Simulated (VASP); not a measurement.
# AlV2C (P6_3/mmc) in VASP: electric field gradients with PBE

Aim: the electric field gradients of AlV2C with PBE.

All numbers are computed with VASP 6.6.1; they aren't measurements. Logs are shortened: lines on timing, memory, paths and dates and some standing lists are left out, and cuts for length are marked.

## 1. The cell of the first run

Symmetry: P6_3/mmc, No. 194, hexagonal system. The conventional cell has a = 2.908 Å, b = 2.908 Å, c = 13.144 Å, α = 90.00°, β = 90.00°, γ = 120.00°. Within 3.7 Å of Al (site symmetry -6m2) lie 6 V at 2.74 Å and 6 Al at 2.91 Å and 6 C at 3.69 Å. V (site symmetry 3m) has 3 C at 2.02 Å and 3 Al at 2.74 Å and 9 V at 2.80 to 2.91 Å within 3.0 Å. C (site symmetry -3m) has 6 V at 2.02 Å within 2.7 Å.

## 2. Electric field gradients, PBE

Input file INCAR:

```
SYSTEM = AlV2C
ALGO = Normal ; EDIFF = 1E-8
ENCUT = 520 ; GGA = PE
ISIF = 2 ; ISMEAR = -1
LASPH = .TRUE. ; LCHARG = .FALSE.
LEFG = .TRUE. ; LREAL = .FALSE.
LWAVE = .FALSE. ; NBANDS = 43
NELM = 80 ; PREC = Accurate
SIGMA = 0.15
```

Input file KPOINTS:

```
k-points
0
G
  15 15 4
  0 0 0
```

Input file POSCAR:

```
AlV2C
1.0
    2.9079960735      0.0000000000      0.0000000000
   -1.4539980367      2.5183984737      0.0000000000
    0.0000000000      0.0000000000     13.1441152199
Al V C
2 4 2
Direct
    0.3333333333      0.6666666667      0.2500000000
    0.6666666667      0.3333333333      0.7500000000
    0.3333333333      0.6666666667      0.5850446002
    0.6666666667      0.3333333333      0.4149553998
    0.6666666667      0.3333333333      0.0850446002
    0.3333333333      0.6666666667      0.9149553998
    0.0000000000      0.0000000000      0.0000000000
    0.0000000000      0.0000000000      0.5000000000
```

Potentials or basis: VASP PAW PBE potentials, release 64 (Al, V_sv, C).

The run is started by

```sh
$ cat potpaw_PBE.64/Al/POTCAR potpaw_PBE.64/V_sv/POTCAR potpaw_PBE.64/C/POTCAR > POTCAR
$ mpirun -np 1 vasp_std > vasp.out
```

OUTCAR:

```text
SYSTEM = AlV2C
   EDIFF = 1E-8
   ENCUT = 520
   GGA = PE
   ISIF = 2
   ISMEAR = -1
   LASPH = .TRUE.
   LREAL = .FALSE.
   NELM = 80
   PREC = Accurate

 ion  position               nearest neighbor table
   1  0.333  0.667  0.250-   4 2.74   5 2.74   4 2.74   5 2.74   4 2.74   5 2.74
   2  0.667  0.333  0.750-   3 2.74   6 2.74   3 2.74   6 2.74   3 2.74   6 2.74
   3  0.333  0.667  0.585-   8 2.02   8 2.02   8 2.02   2 2.74   2 2.74   2 2.74   4 2.80   4 2.80
                             4 2.80
   4  0.667  0.333  0.415-   8 2.02   8 2.02   8 2.02   1 2.74   1 2.74   1 2.74   3 2.80   3 2.80
                             3 2.80
   5  0.667  0.333  0.085-   7 2.02   7 2.02   7 2.02   1 2.74   1 2.74   1 2.74   6 2.80   6 2.80
                             6 2.80
   6  0.333  0.667  0.915-   7 2.02   7 2.02   7 2.02   2 2.74   2 2.74   2 2.74   5 2.80   5 2.80
                             5 2.80
   7  0.000  0.000  0.000-   5 2.02   6 2.02   6 2.02   5 2.02   5 2.02   6 2.02
   8  0.000  0.000  0.500-   3 2.02   4 2.02   3 2.02   4 2.02   4 2.02   3 2.02

  LATTYP: Found a hexagonal cell.
 ALAT       =     2.9079960735
 C/A-ratio  =     4.5199907041

  Lattice vectors:

 A1 = (   2.9079960735,   0.0000000000,   0.0000000000)
 A2 = (  -1.4539980367,   2.5183984737,   0.0000000000)
 A3 = (   0.0000000000,   0.0000000000,  13.1441152199)

Analysis of symmetry for initial positions (statically):
=====================================================================
 Subroutine PRICEL returns:
 Original cell was already a primitive cell.

 Routine SETGRP: Setting up the symmetry group for a
 hexagonal supercell.

 Subroutine GETGRP returns: Found 24 space group operations
 (whereof 12 operations were pure point group operations)
 out of a pool of 24 trial point group operations.

The static configuration has the point symmetry D_3d.
 The point group associated with its full space group is D_6h.

Analysis of symmetry for dynamics (positions and initial velocities):
=====================================================================
 Subroutine PRICEL returns:
 Original cell was already a primitive cell.

 Routine SETGRP: Setting up the symmetry group for a
 hexagonal supercell.

 Subroutine GETGRP returns: Found 24 space group operations
 (whereof 12 operations were pure point group operations)
 out of a pool of 24 trial point group operations.

The dynamic configuration has the point symmetry D_3d.
 The point group associated with its full space group is D_6h.

 Subroutine INISYM returns: Found 24 space group operations
 (whereof 12 operations are pure point group operations),
 and found     1 'primitive' translations

----------------------------------------------------------------------------------------

                                     Primitive cell

  volume of cell :      96.2608

  direct lattice vectors                    reciprocal lattice vectors
     2.907996074  0.000000000  0.000000000     0.343879419  0.198538875  0.000000000
    -1.453998037  2.518398474  0.000000000     0.000000000  0.397077750  0.000000000
     0.000000000  0.000000000 13.144115220     0.000000000  0.000000000  0.076079674

  length of vectors
     2.907996074  2.907996073 13.144115220     0.397077750  0.397077750  0.076079674

  position of ions in fractional coordinates (direct lattice)
     0.333333333  0.666666667  0.250000000
     0.666666667  0.333333333  0.750000000
     0.333333333  0.666666667  0.585044600
     0.666666667  0.333333333  0.414955400
     0.666666667  0.333333333  0.085044600
     0.333333333  0.666666667  0.914955400
     0.000000000  0.000000000  0.000000000
     0.000000000  0.000000000  0.500000000

  ion indices of the primitive-cell ions
   primitive index   ion index
                 1           1
                 2           2
                 3           3
[... 75 lines left out ...]
   ENCUT  =  520.0 eV  38.22 Ry    6.18 a.u.   5.41  5.41 24.44*2*pi/ulx,y,z
   NELM   =     80;   NELMIN=  2; NELMDL= -5     # of ELM steps
   EDIFF  = 0.1E-07   stopping-criterion for ELM
   LREAL  =      F    real-space projection
   EDIFFG = 0.1E-06   stopping-criterion for IOM
   NSW    =      0    number of steps for IOM
   IBRION =     -1    ionic relax: 0-MD 1-quasi-New 2-CG
   NFREE  =      0    steps in history (QN), initial steepest desc. (CG)
   ISIF   =      2    stress and relaxation
   ISYM   =      2    0-nonsym 1-usesym 2-fastsym
   POTIM  = 0.5000    time-step for ionic-motion
   TEBEG  =    0.0;   TEEND  =   0.0 temperature during run
   PSTRESS=    0.0 pullay stress
   NELECT =      66.0000    total number of electrons
   NUPDOWN=      -1.0000    fix difference up-down
   EMIN   =  10.00;   EMAX   =-10.00  energy-range for DOS
   EFERMI =   0.00;   METHOD = LEGACY
   ISMEAR =    -1;   SIGMA  =   0.15  broadening in eV -4-tet -1-fermi 0-gaus
   EFERMI_NEDOS =   21; number of points for ismear=-14 and -15
   IALGO  =     38    algorithm
   IMIX   =      4    mixing-type and parameters
     AMIX     =   0.40;   BMIX     =  1.00
     AMIX_MAG =   1.60;   BMIX_MAG =  1.00
  volume/ion in A,a.u.               =      12.03        81.20
  Fermi-wavevector in a.u.,A,eV,Ry     =   1.443576  2.727963 28.353333  2.083911
  Thomas-Fermi vector in A             =   2.561968
   LORBIT       =      0    0 simple, 1 ext, 2 COOP (PROOUT), +10 PAW based schemes
   GGA     = PE    functional components
   LHFCALC =     F    Hartree Fock is set to
   AEXX    =    0.0000 exact exchange contribution
   IVDW    =     0    specifies the selected vdW correction
   LEPSILON=     F    determine dielectric tensor
   LRPA    =     F    only Hartree local field effects (RPA)
 non-spin polarized calculation
  energy-cutoff  :      520.00
  volume of cell :       96.26
 maximum number of plane-waves:      2652
 NGX is ok and might be reduce to    24
   NGX = 11   NGY = 11   NGZ = 49

 number of electron      66.0000003 magnetization

 Free energy of the ion-electron system (eV)
  ---------------------------------------------------
  ext. energy  EPLUGINS =         0.00000000
  ---------------------------------------------------
  free energy    TOTEN  =       -66.28451490 eV

  energy without entropy =      -65.94216481  energy(sigma->0) =      -66.11333986

 E-fermi :   9.4355     XC(G=0): -12.1353

 val. band max:        9.4211926383   @ k =   0.1333   0.0667   0.5000
 cond. band min:       9.4429273876   @ k =   0.2000   0.0667   0.5000
 fundamental gap:      0.0217347494
 Fermi energy:         9.4354978365

 k-point     1 :       0.0000    0.0000    0.0000
  band No.  band energies     occupation
      1     -54.9598      2.00000
      2     -54.9597      2.00000
      3     -54.8995      2.00000
      4     -54.8994      2.00000
      5     -28.9976      2.00000
      6     -28.9956      2.00000
[... 1093 lines left out ...]
     42      11.6755      0.00000
     43      12.0005      0.00000

 [... further k-points ...]
[... 5 lines left out ...]
  --------------------------------------------------------------------------------------
  -------------------------------------------------------------------------------------
  Total        0.2130126      0.2130126      0.1922681      0.0000000      0.0000000      0.0000000
  in kB        3.5454083      3.5454083      3.2001342      0.0000000      0.0000000      0.0000000
  external PRESSURE =       3.4303170 kB  Pullay stress =       0.0000000 kB

 VOLUME and BASIS-vectors are now :
 -----------------------------------------------------------------------------
  energy-cutoff  :      520.00
  volume of cell :       96.26
      direct lattice vectors                 reciprocal lattice vectors
     2.907996074  0.000000000  0.000000000     0.343879419  0.198538875  0.000000000
    -1.453998037  2.518398474  0.000000000     0.000000000  0.397077750  0.000000000
     0.000000000  0.000000000 13.144115220     0.000000000  0.000000000  0.076079674

 POSITION                                       TOTAL-FORCE (eV/Angst)
 -----------------------------------------------------------------------------------
     -0.00000      1.67893      3.28603        -0.000000      0.000000      0.000000
      1.45400      0.83947      9.85809         0.000000      0.000000      0.000000
     -0.00000      1.67893      7.68989        -0.000000      0.000000      0.047712
      1.45400      0.83947      5.45422         0.000000     -0.000000     -0.047712
      1.45400      0.83947      1.11784         0.000000     -0.000000      0.047712
     -0.00000      1.67893     12.02628        -0.000000      0.000000     -0.047712
      0.00000      0.00000      0.00000        -0.000000      0.000000      0.000000
      0.00000      0.00000      6.57206        -0.000000      0.000000      0.000000
 -----------------------------------------------------------------------------------
    total drift:                               -0.000000      0.000000     -0.000000

  FREE ENERGIE OF THE ION-ELECTRON SYSTEM (eV)
  ---------------------------------------------------
  free  energy   TOTEN  =       -66.2845148997 eV

  energy  without entropy=      -65.9421648110  energy(sigma->0) =      -66.11333986

 Electric field gradients (V/A^2)
---------------------------------------------------------------------
 ion       V_xx      V_yy      V_zz      V_xy      V_xz      V_yz
---------------------------------------------------------------------
   1      17.884    17.884   -35.768    -0.000     0.000    -0.000
   2      17.884    17.884   -35.768    -0.000    -0.000     0.000
   3      -7.658    -7.660    15.318    -0.002     0.000    -0.000
   4      -7.658    -7.660    15.318    -0.002     0.000    -0.000
   5      -7.658    -7.660    15.318    -0.002    -0.000     0.000
   6      -7.658    -7.660    15.318    -0.002    -0.000     0.000
   7      -0.614    -0.613     1.227     0.000     0.000    -0.000
   8      -0.614    -0.613     1.227     0.000    -0.000     0.000
---------------------------------------------------------------------

 Electric field gradients after diagonalization (V/A^2)
 (convention: |V_zz| > |V_xx| > |V_yy|)
----------------------------------------------------------------------
 ion       V_xx      V_yy      V_zz     asymmetry (V_yy - V_xx)/ V_zz
----------------------------------------------------------------------
   1      17.884    17.884   -35.768       0.000
   2      17.884    17.884   -35.768       0.000
   3      -7.661    -7.657    15.318       0.000
   4      -7.661    -7.657    15.318       0.000
   5      -7.661    -7.657    15.318       0.000
   6      -7.661    -7.657    15.318       0.000
   7      -0.614    -0.613     1.227       0.001
   8      -0.614    -0.613     1.227       0.001
----------------------------------------------------------------------

           NMR quadrupolar parameters

 Cq : quadrupolar parameter    Cq=e*Q*V_zz/h
 eta: asymmetry parameters     (V_yy - V_xx)/ V_zz
 Q  : nuclear electric quadrupole moment in mb (millibarn)
----------------------------------------------------------------------
 ion       Cq(MHz)       eta       Q (mb)
----------------------------------------------------------------------
   1      -0.086       0.000       1.000
   2      -0.086       0.000       1.000
   3       0.037       0.000       1.000
   4       0.037       0.000       1.000
   5       0.037       0.000       1.000
   6       0.037       0.000       1.000
   7       0.003       0.001       1.000
   8       0.003       0.001       1.000
----------------------------------------------------------------------
```

Run time: 9.2 min. Hardware: 1 thread of Intel Xeon 8259CL, shared host; peak memory 0.41 GiB.

Results:

```yaml
Free_energy: -66.2845 eV
Pressure: 0.3 GPa
Largest_force: 0.048 eV/Å
Band_gap_on_the_k_mesh: zero (bands 33 and 34 overlap by 1.60 eV)
Largest_electric_field_gradient_by_atom: Al -35.8; V +15.3; C +1.2 V/Å²
```

Forces on the atoms (eV/Å):
```
Al   0.000  0.000  0.000
Al   0.000  0.000  0.000
V    0.000  0.000  0.048
V    0.000  0.000 -0.048
V    0.000  0.000  0.048
V    0.000  0.000 -0.048
C    0.000  0.000  0.000
C    0.000  0.000  0.000
```

Levels at points of the mesh, in eV from the Fermi level:
| k point | band 29 | band 30 | band 31 | band 32 | band 33 | band 34 | band 35 | band 36 | band 37 | band 38 |
| --- | --- | --- | --- | --- | --- | --- | --- | --- | --- | --- |
| (0.00, 0.00, 0.00) | -0.86 | -0.57 | -0.28 | -0.28 | -0.26 | -0.26 | 0.57 | 0.57 | 0.61 | 0.61 |
| (0.00, 0.00, 0.50) | -0.69 | -0.69 | -0.27 | -0.27 | -0.27 | -0.27 | 0.59 | 0.59 | 0.59 | 0.59 |

Electric field gradients, principal values (V/Å²):
| atom | least | middle | greatest (by size) |
| --- | --- | --- | --- |
| 1 Al | 17.884 | 17.884 | -35.768 |
| 2 Al | 17.884 | 17.884 | -35.768 |
| 3 V | -7.657 | -7.661 | 15.318 |
| 4 V | -7.657 | -7.661 | 15.318 |
| 5 V | -7.657 | -7.661 | 15.318 |
| 6 V | -7.657 | -7.661 | 15.318 |
| 7 C | -0.613 | -0.614 | 1.227 |
| 8 C | -0.613 | -0.614 | 1.227 |

Caveat: without QUAD_EFG the Cq values of the log hold for a quadrupole moment of 1 mb, not for the nuclei.
